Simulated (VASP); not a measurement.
# Cr in VASP: single point with PBEsol

Aim: the single point of Cr with PBEsol.

All numbers are computed with VASP 6.6.1; they aren't measurements. Logs are shortened: lines on timing, memory, paths and dates and some standing lists are left out, and cuts for length are marked.

## 1. The cell of the first run

The typed cell holds 4 atoms: a = 4.560 Å, b = 4.560 Å, c = 3.897 Å, α = 90.00°, β = 90.00°, γ = 145.06°.

## 2. Single point, PBEsol

File INCAR:

```
PREC = Accurate
ENCUT = 520
EDIFF = 1E-6
ISMEAR = 0
SIGMA = 0.1
LREAL = False
LASPH = True
NELM = 100
ALGO = Normal
ISIF = 2
LWAVE = False
LCHARG = False
GGA = PS
NBANDS = 32
```

File KPOINTS:

```
Automatic mesh
0
Gamma
  6 6 4
```

File POSCAR:

```
Cr
1.0
    1.3688968143     -4.3497032175      0.0000000000
    1.3688968143      4.3497032175      0.0000000000
    0.0000000000      0.0000000000      3.8968647249
Cr
4
Direct
    0.1312614504      0.8687385496      1.0000230496
    0.6312614504      0.3687385496      0.4999769504
    0.8687385496      0.1312614504     -0.0000230496
    0.3687385496      0.6312614504      0.5000230496
```

Potentials or basis: VASP PAW PBE potentials, release 64 (Cr_pv).

Run with:

```
cat potpaw_PBE.64/Cr_pv/POTCAR > POTCAR
mpirun -np 1 vasp_std > vasp.out
```

OUTCAR:

```text
PREC = Accurate
   ENCUT = 520
   EDIFF = 1E-6
   ISMEAR = 0
   LREAL = False
   LASPH = True
   NELM = 100
   ISIF = 2
   GGA = PS

 ion  position               nearest neighbor table
   1  0.131  0.869  0.000-   3 2.28   2 2.38   2 2.38   2 2.38   2 2.38   3 2.48   3 2.48   4 2.84
                             4 2.84
   2  0.631  0.369  0.500-   4 2.28   1 2.38   1 2.38   1 2.38   1 2.38   4 2.48   4 2.48   3 2.84
                             3 2.84
   3  0.869  0.131  1.000-   1 2.28   4 2.38   4 2.38   4 2.38   4 2.38   1 2.48   1 2.48   2 2.84
                             2 2.84
   4  0.369  0.631  0.500-   2 2.28   3 2.38   3 2.38   3 2.38   3 2.38   2 2.48   2 2.48   1 2.84
                             1 2.84

  LATTYP: Found a base centered orthorhombic cell.
 ALAT       =     2.7377936286
 B/A-ratio  =     3.1775245381
 C/A-ratio  =     1.4233595565

  Lattice vectors:

 A1 = (   1.3688968143,  -4.3497032175,   0.0000000000)
 A2 = (   1.3688968143,   4.3497032175,   0.0000000000)
 A3 = (   0.0000000000,   0.0000000000,   3.8968647249)

Analysis of symmetry for initial positions (statically):
=====================================================================
 Subroutine PRICEL returns:
 Original cell was already a primitive cell.

 Routine SETGRP: Setting up the symmetry group for a
 base centered orthorhombic supercell.

 Subroutine GETGRP returns: Found  8 space group operations
 (whereof  4 operations were pure point group operations)
 out of a pool of  8 trial point group operations.

The static configuration has the point symmetry C_2h.
 The point group associated with its full space group is D_2h.

Analysis of symmetry for dynamics (positions and initial velocities):
=====================================================================
 Subroutine PRICEL returns:
 Original cell was already a primitive cell.

 Routine SETGRP: Setting up the symmetry group for a
 base centered orthorhombic supercell.

 Subroutine GETGRP returns: Found  8 space group operations
 (whereof  4 operations were pure point group operations)
 out of a pool of  8 trial point group operations.

The dynamic configuration has the point symmetry C_2h.
 The point group associated with its full space group is D_2h.

 Subroutine INISYM returns: Found  8 space group operations
 (whereof  4 operations are pure point group operations),
 and found     1 'primitive' translations

----------------------------------------------------------------------------------------

                                     Primitive cell

  volume of cell :      46.4062

  direct lattice vectors                    reciprocal lattice vectors
     1.368896814 -4.349703218  0.000000000     0.365257626 -0.114950371  0.000000000
     1.368896814  4.349703218  0.000000000     0.365257626  0.114950371  0.000000000
     0.000000000  0.000000000  3.896864725     0.000000000  0.000000000  0.256616555

  length of vectors
     4.560021554  4.560021554  3.896864725     0.382918687  0.382918687  0.256616555

  position of ions in fractional coordinates (direct lattice)
     0.131261450  0.868738550  0.000023050
     0.631261450  0.368738550  0.499976950
     0.868738550  0.131261450  0.999976950
     0.368738550  0.631261450  0.500023050

  ion indices of the primitive-cell ions
   primitive index   ion index
                 1           1
                 2           2
                 3           3
                 4           4

----------------------------------------------------------------------------------------

 KPOINTS: Automatic mesh

Automatic generation of k-mesh.
 Grid dimensions read from file:
 generate k-points for:    6    6    4

 Generating k-lattice:

  Cartesian coordinates                     Fractional coordinates (reciprocal lattice)
     0.060876271 -0.019158395  0.000000000     0.166666667 -0.000000000  0.000000000
     0.060876271  0.019158395  0.000000000    -0.000000000  0.166666667  0.000000000
     0.000000000  0.000000000  0.064154139     0.000000000  0.000000000  0.250000000

  Length of vectors
     0.063819781  0.063819781  0.064154139

  Shift w.r.t. Gamma in fractional coordinates (k-lattice)
     0.000000000  0.000000000  0.000000000

 Subroutine IBZKPT returns following result:
 ===========================================

 Found     39 irreducible k-points:

 Following reciprocal coordinates:
            Coordinates               Weight
  0.000000  0.000000  0.000000      1.000000
  0.166667 -0.000000  0.000000      4.000000
  0.333333 -0.000000  0.000000      4.000000
  0.500000 -0.000000  0.000000      2.000000
  0.166667  0.166667  0.000000      2.000000
  0.333333  0.166667  0.000000      4.000000
[... 16 lines left out ...]
  0.333333  0.333333  0.250000      4.000000
  0.500000  0.333333  0.250000      8.000000
 [... further k-points ...]
   k-points           NKPTS =     39   k-points in BZ     NKDIM =     39   number of bands    NBANDS=     32
   number of dos      NEDOS =    301   number of ions     NIONS =      4
   total plane-waves  NPLWV =  38880
   dimension x,y,z NGX =    36 NGY =   36 NGZ =   30
   dimension x,y,z NGXF=    72 NGYF=   72 NGZF=   60
   ions per type =               4
   NGX,Y,Z   is equivalent  to a cutoff of  13.12, 13.12, 12.80 a.u.
   NGXF,Y,Z  is equivalent  to a cutoff of  26.25, 26.25, 25.60 a.u.
 SYSTEM =  unknown system
   PREC   = accura    normal or accurate (medium, high low for compatibility)
   ISTART =      0    job   : 0-new  1-cont  2-samecut
   ICHARG =      2    charge: 1-file 2-atom 10-const
   ISPIN  =      1    spin polarized calculation?
   LNONCOLLINEAR =      F non collinear calculations
   LSORBIT =      F    spin-orbit coupling
   LASPH  =      T    aspherical Exc in radial PAW
   ENCUT  =  520.0 eV  38.22 Ry    6.18 a.u.   8.48  8.48  7.25*2*pi/ulx,y,z
   NELM   =    100;   NELMIN=  2; NELMDL= -5     # of ELM steps
   EDIFF  = 0.1E-05   stopping-criterion for ELM
   LREAL  =      F    real-space projection
   EDIFFG = 0.1E-04   stopping-criterion for IOM
   NSW    =      0    number of steps for IOM
   IBRION =     -1    ionic relax: 0-MD 1-quasi-New 2-CG
   NFREE  =      0    steps in history (QN), initial steepest desc. (CG)
   ISIF   =      2    stress and relaxation
   ISYM   =      2    0-nonsym 1-usesym 2-fastsym
   POTIM  = 0.5000    time-step for ionic-motion
   TEBEG  =    0.0;   TEEND  =   0.0 temperature during run
   PSTRESS=    0.0 pullay stress
   NELECT =      48.0000    total number of electrons
   NUPDOWN=      -1.0000    fix difference up-down
   EMIN   =  10.00;   EMAX   =-10.00  energy-range for DOS
   EFERMI =   0.00;   METHOD = LEGACY
   ISMEAR =     0;   SIGMA  =   0.10  broadening in eV -4-tet -1-fermi 0-gaus
   EFERMI_NEDOS =   21; number of points for ismear=-14 and -15
   IALGO  =     38    algorithm
   IMIX   =      4    mixing-type and parameters
     AMIX     =   0.40;   BMIX     =  1.00
     AMIX_MAG =   1.60;   BMIX_MAG =  1.00
  volume/ion in A,a.u.               =      11.60        78.29
  Fermi-wavevector in a.u.,A,eV,Ry     =   1.655630  3.128688 37.295087  2.741112
  Thomas-Fermi vector in A             =   2.743693
   LORBIT       =      0    0 simple, 1 ext, 2 COOP (PROOUT), +10 PAW based schemes
   GGA     = PS    functional components
   LHFCALC =     F    Hartree Fock is set to
   AEXX    =    0.0000 exact exchange contribution
   IVDW    =     0    specifies the selected vdW correction
   LEPSILON=     F    determine dielectric tensor
   LRPA    =     F    only Hartree local field effects (RPA)
 non-spin polarized calculation
 Gauss-broadening in eV      SIGMA  =   0.10
  energy-cutoff  :      520.00
  volume of cell :       46.41
 maximum number of plane-waves:      1271
 NGX is ok and might be reduce to    36
   NGX = 17   NGY = 17   NGZ = 15

 number of electron      48.0000001 magnetization

 Free energy of the ion-electron system (eV)
  ---------------------------------------------------
  ext. energy  EPLUGINS =         0.00000000
  ---------------------------------------------------
  free energy    TOTEN  =       -38.98711854 eV

  energy without entropy =      -38.96984147  energy(sigma->0) =      -38.97848001

 E-fermi :  10.7843     XC(G=0): -13.7449

 val. band max:       10.7486164686   @ k =  -0.3333   0.3333   0.5000
 cond. band min:      10.8266688890   @ k =   0.5000   0.1667   0.5000
 fundamental gap:      0.0780524204
 Fermi energy:        10.7842793878

 k-point     1 :       0.0000    0.0000    0.0000
  band No.  band energies     occupation
      1     -32.6902      2.00000
      2     -32.6478      2.00000
      3     -32.4554      2.00000
      4     -32.3340      2.00000
      5     -32.1440      2.00000
      6     -32.0681      2.00000
[... 24 lines left out ...]
     31      12.6102      0.00000
     32      12.8674      0.00000

 k-point     2 :       0.1667   -0.0000    0.0000
  band No.  band energies     occupation
      1     -32.6061      2.00000
      2     -32.5889      2.00000
      3     -32.3903      2.00000
      4     -32.3308      2.00000
      5     -32.1867      2.00000
      6     -32.0757      2.00000
[... 24 lines left out ...]
     31      12.6625      0.00000
     32      13.0598      0.00000

 k-point     3 :       0.3333   -0.0000    0.0000
  band No.  band energies     occupation
      1     -32.4551      2.00000
      2     -32.3791      2.00000
      3     -32.3414      2.00000
      4     -32.2558      2.00000
      5     -32.2129      2.00000
      6     -32.0528      2.00000
[... 24 lines left out ...]
     31      12.5708      0.00000
     32      12.7520      0.00000

 k-point     4 :       0.5000   -0.0000    0.0000
  band No.  band energies     occupation
      1     -32.3621      2.00000
      2     -32.3621      2.00000
      3     -32.2273      2.00000
      4     -32.2273      2.00000
      5     -32.0765      2.00000
      6     -32.0765      2.00000
[... 654 lines left out ...]
     31      12.6749      0.00000
     32      12.8617      0.00000

 k-point    23 :       0.3333    0.3333    0.2500
  band No.  band energies     occupation
      1     -32.5377      2.00000
      2     -32.4405      2.00000
      3     -32.3734      2.00000
      4     -32.2031      2.00000
      5     -32.1463      2.00000
      6     -32.0932      2.00000
[... 24 lines left out ...]
     31      12.5735      0.00000
     32      12.8692      0.00000

 k-point    24 :       0.5000    0.3333    0.2500
  band No.  band energies     occupation
      1     -32.4718      2.00000
      2     -32.4321      2.00000
      3     -32.2532      2.00000
      4     -32.1299      2.00000
      5     -32.0636      2.00000
      6     -32.0258      2.00000
[... 24 lines left out ...]
     31      12.4474      0.00000
     32      13.0125      0.00000

 [... further k-points ...]

------------------------ aborting loop because EDIFF is reached ----------------------------------------

  FORCE on cell =-STRESS in cart. coord.  units (eV):
  Direction    XX          YY          ZZ          XY          YZ          ZX
  --------------------------------------------------------------------------------------
  -------------------------------------------------------------------------------------
  Total       -0.0183558     -0.0980910     -0.1597365      0.0000000     -0.0000000      0.0000000
  in kB       -0.6337357     -3.3866000     -5.5149178      0.0000000     -0.0000000      0.0000000
  external PRESSURE =      -3.1784178 kB  Pullay stress =       0.0000000 kB

 VOLUME and BASIS-vectors are now :
 -----------------------------------------------------------------------------
  energy-cutoff  :      520.00
  volume of cell :       46.41
      direct lattice vectors                 reciprocal lattice vectors
     1.368896814 -4.349703218  0.000000000     0.365257626 -0.114950371  0.000000000
     1.368896814  4.349703218  0.000000000     0.365257626  0.114950371  0.000000000
     0.000000000  0.000000000  3.896864725     0.000000000  0.000000000  0.256616555

 POSITION                                       TOTAL-FORCE (eV/Angst)
 -----------------------------------------------------------------------------------
      1.36890      3.20781      0.00009         0.000000     -0.012693     -0.001055
      1.36890     -1.14190      1.94834         0.000000     -0.012693      0.001055
      1.36890     -3.20781      3.89677         0.000000      0.012693      0.001055
      1.36890      1.14190      1.94852         0.000000      0.012693     -0.001055
 -----------------------------------------------------------------------------------
    total drift:                               -0.000000      0.000000      0.000000

  FREE ENERGIE OF THE ION-ELECTRON SYSTEM (eV)
  ---------------------------------------------------
  free  energy   TOTEN  =       -38.9871185383 eV

  energy  without entropy=      -38.9698414741  energy(sigma->0) =      -38.97848001
```

Run time: 53 s. Hardware: 1 thread of AMD EPYC 7R13 (Zen 3), shared host; peak memory 0.17 GiB.

What came out:

```
Free energy            : -38.9871 eV
Pressure               : -0.3 GPa
Largest force          : 0.013 eV/Å
Band gap on the k mesh : zero (bands 24 and 25 overlap by 1.20 eV)
```

Forces in eV/Å, atoms in the order of the input:
```
Cr   0.000 -0.013 -0.001
Cr   0.000 -0.013  0.001
Cr   0.000  0.013  0.001
Cr   0.000  0.013 -0.001
```

Caveat: the k points lie up to 0.40 Å⁻¹ apart, too coarse for converged energies and pressures of a metal; the PAW data sets were made with another functional, which shifts forces and pressure a little; the run has no spin polarisation, though such a crystal can be magnetic. Spin polarisation is off, so any magnetic state and its effect on volume and gap are missing.
